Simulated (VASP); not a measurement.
## BP: single point with LDA

BP:

```
CELL_PARAMETERS angstrom
0.00000 2.25661 2.25661
2.25661 0.00000 2.25661
2.25661 2.25661 0.00000
ATOMIC_POSITIONS crystal
B 0.00000 0.00000 0.00000
P 0.75000 0.75000 0.75000
```

```json
{
  "Program": "VASP 6.6.1",
  "Task": "single point",
  "Functional": "LDA",
  "Potentials or basis": "VASP PAW LDA potentials, release 64 (B, P)",
  "Cutoff": "500 eV",
  "k mesh": "8 × 8 × 8",
  "Occupations": "gaussian, width 0.01 eV",
  "Spin": "no spin polarisation"
}
```

```
Pressure               : -2.7 GPa
Band gap on the k mesh : 1.20 eV (least direct gap 3.40 eV)
```

Levels at points of the mesh, in eV from the valence-band top:
```
           k point  band 1  band 2  band 3  band 4  band 5  band 6  band 7  band 8  band 9
(0.00, 0.00, 0.00)  -15.54    0.00    0.00    0.00    3.40    3.40    3.40    7.62   11.37
(0.50, 0.00, 0.00)  -12.14   -9.13   -1.77   -1.77    3.88    4.69    4.69    9.98   14.68
(0.50, 0.50, 0.00)  -10.62   -8.57   -4.16   -4.16    1.27    1.54   12.15   12.15   15.17
```

Run time: 7.1 s on 1 thread of Intel Xeon 8259CL (shared host), peak memory 0.12 GiB.

A k mesh can miss the band edges.
